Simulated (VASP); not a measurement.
# Hf (P6_3/mmc) in VASP: further runs, part 2 of 2

VASP 6.6.1. The steps go on from the part before.

### Step 5. Single point, PBE (strain +0.1500 x Voigt [1, 1, 0, 0, 0, 0])

INCAR

```
PREC = Accurate ; ENCUT = 520
EDIFF = 1E-7 ; ISMEAR = 0
SIGMA = 0.15 ; LREAL = F
LASPH = T ; NELM = 60
ALGO = Fast ; ISIF = 2
LWAVE = F ; LCHARG = F
GGA = PE ; NBANDS = 17
```

KPOINTS

```
Automatic mesh
0
Gamma
  18 18 10
```

POSCAR

```
Hf
1.0
    3.6762033028      0.0000000000      0.0000000000
   -1.8381016514      3.1836854497      0.0000000000
    0.0000000000      0.0000000000      5.0578000000
Hf
2
Direct
    0.3333333333      0.6666666667      0.2500000000
    0.6666666667      0.3333333333      0.7500000000
```

Potentials or basis: VASP PAW PBE potentials, release 64 (Hf_pv).

Command:

```console
$ cat potpaw_PBE.64/Hf_pv/POTCAR > POTCAR
$ mpirun -np 1 vasp_std > vasp.out
```

OUTCAR:

```text
PREC = Accurate
   ENCUT = 520
   EDIFF = 1E-7
   ISMEAR = 0
   LREAL = F
   LASPH = T
   NELM = 60
   ISIF = 2
   GGA = PE

 ion  position               nearest neighbor table
   1  0.333  0.667  0.250-   2 3.30   2 3.30   2 3.30   2 3.30   2 3.30   2 3.30
   2  0.667  0.333  0.750-   1 3.30   1 3.30   1 3.30   1 3.30   1 3.30   1 3.30

  LATTYP: Found a hexagonal cell.
 ALAT       =     3.6762033028
 C/A-ratio  =     1.3758216245

  Lattice vectors:

 A1 = (   3.6762033028,   0.0000000000,   0.0000000000)
 A2 = (  -1.8381016514,   3.1836854497,   0.0000000000)
 A3 = (   0.0000000000,   0.0000000000,   5.0578000000)

Analysis of symmetry for initial positions (statically):
=====================================================================
 Subroutine PRICEL returns:
 Original cell was already a primitive cell.

 Routine SETGRP: Setting up the symmetry group for a
 hexagonal supercell.

 Subroutine GETGRP returns: Found 24 space group operations
[... 158 lines left out ...]

 number of electron      20.0000002 magnetization

 Free energy of the ion-electron system (eV)
  ---------------------------------------------------
  ext. energy  EPLUGINS =         0.00000000
  ---------------------------------------------------
  free energy    TOTEN  =       -18.72889252 eV

  energy without entropy =      -18.70777173  energy(sigma->0) =      -18.71833213

 E-fermi :   3.1690     XC(G=0): -10.0619

 val. band max:        3.1643519524   @ k =   0.1111   0.0556   0.4000
 cond. band min:       3.1718871764   @ k =   0.1111   0.0556   0.3000
 fundamental gap:      0.0075352240
 Fermi energy:         3.1689943349

 k-point     1 :       0.0000    0.0000    0.0000
  band No.  band energies     occupation
      1     -28.4243      2.00000
      2     -28.1622      2.00000
      3     -28.1622      2.00000
      4     -28.0613      2.00000
      5     -28.0613      2.00000
      6     -27.9985      2.00000
[... 457 lines left out ...]
      4     -28.1834      2.00000
      5     -28.1282      2.00000
      6     -28.0762      2.00000
[... 9 lines left out ...]
     16       7.3374      0.00000
     17       7.6892      0.00000

 [... further k-points ...]
[... 5 lines left out ...]
  --------------------------------------------------------------------------------------
  -------------------------------------------------------------------------------------
  Total       -7.2859479     -7.2859479     -4.6367215     -0.0000000      0.0000000     -0.0000000
  in kB     -197.1992756   -197.1992756   -125.4961115     -0.0000000      0.0000000     -0.0000000
  external PRESSURE =    -173.2982209 kB  Pullay stress =       0.0000000 kB

 VOLUME and BASIS-vectors are now :
 -----------------------------------------------------------------------------
  energy-cutoff  :      520.00
  volume of cell :       59.20
      direct lattice vectors                 reciprocal lattice vectors
     3.676203303  0.000000000  0.000000000     0.272019776  0.157050691  0.000000000
    -1.838101651  3.183685450  0.000000000     0.000000000  0.314101382  0.000000000
     0.000000000  0.000000000  5.057800000     0.000000000  0.000000000  0.197714421

 POSITION                                       TOTAL-FORCE (eV/Angst)
 -----------------------------------------------------------------------------------
     -0.00000      2.12246      1.26445        -0.000000      0.000000      0.000000
      1.83810      1.06123      3.79335         0.000000      0.000000      0.000000
 -----------------------------------------------------------------------------------
    total drift:                               -0.000000      0.000000     -0.000000

  FREE ENERGIE OF THE ION-ELECTRON SYSTEM (eV)
  ---------------------------------------------------
  free  energy   TOTEN  =       -18.7288925213 eV

  energy  without entropy=      -18.7077717335  energy(sigma->0) =      -18.71833213
```

OSZICAR:

```text
N       E                     dE             d eps       ncg     rms          rms(c)
DAV:   1     0.480990943227E+02    0.48099E+02   -0.11169E+04  7588   0.107E+03
DAV:   2    -0.178080664940E+02   -0.65907E+02   -0.64390E+02  9803   0.238E+02
DAV:   3    -0.198048442025E+02   -0.19968E+01   -0.19741E+01 10102   0.269E+01
DAV:   4    -0.198282807179E+02   -0.23437E-01   -0.23397E-01  9674   0.350E+00
[... 13 lines left out ...]
RMM:  18    -0.187288950648E+02   -0.31789E-06   -0.12137E-05 11155   0.224E-02    0.468E-02
RMM:  19    -0.187288931230E+02    0.19418E-05   -0.24494E-06  9327   0.979E-03    0.174E-02
RMM:  20    -0.187288926790E+02    0.44402E-06   -0.13616E-06  9309   0.654E-03    0.736E-03
RMM:  21    -0.187288925410E+02    0.13807E-06   -0.48250E-07  9873   0.407E-03    0.404E-03
RMM:  22    -0.187288925213E+02    0.19662E-07   -0.64768E-08  5903   0.161E-03
   1 F= -.18728893E+02 E0= -.18718332E+02  d E =-.211208E-01
```

Run time: 4.4 min. Hardware: 1 thread of Intel Xeon 6975P-C, shared host; peak memory 0.32 GiB.

Results:

```
Free energy            : -18.7289 eV
Pressure               : -17.3 GPa
Band gap on the k mesh : zero (band 10 reaches 4.00 eV, above the bottom of band 11 at 2.66 eV)
```

Stress tensor (GPa, compression positive):
```
-19.72   0.00   0.00
  0.00 -19.72   0.00
  0.00   0.00 -12.55
```

Caveat: the cell differs from its parent crystal (strain +0.1500 x Voigt [1, 1, 0, 0, 0, 0]); spin-orbit coupling is left out, which moves the levels of the heavy elements.

### Step 6. Summary

```tsv
cell	further INCAR settings	gap on the mesh (eV)	pressure (GPa)
a = 2.837, b = 2.837, c = 5.058 Å, angles 90.0, 90.0, 120.0°, 2 atoms	ALGO = Fast; EDIFF = 1e-06; NBANDS = 17	none	37.6
a = 3.556, b = 3.556, c = 5.058 Å, angles 90.0, 90.0, 120.0°, 2 atoms	ALGO = Fast; EDIFF = 1e-07; NBANDS = 17	none	-15.1
a = 3.616, b = 3.616, c = 5.058 Å, angles 90.0, 90.0, 120.0°, 2 atoms	ALGO = Fast; EDIFF = 1e-06; NBANDS = 17	none	-16.4
a = 3.676, b = 3.676, c = 5.058 Å, angles 90.0, 90.0, 120.0°, 2 atoms	ALGO = Fast; EDIFF = 1e-07; NBANDS = 17	none	-17.3
```

Alike in all rows: task single point; level PBE; potentials or basis VASP PAW PBE potentials, release 64 (Hf_pv); no spin polarisation; k mesh 18 × 18 × 10; cutoff (eV) 520; smearing gaussian 0.15 eV.

Caveats: spin-orbit coupling is left out, which moves the levels of the heavy elements.

Absolute energies hang on the potentials; compare differences alone.
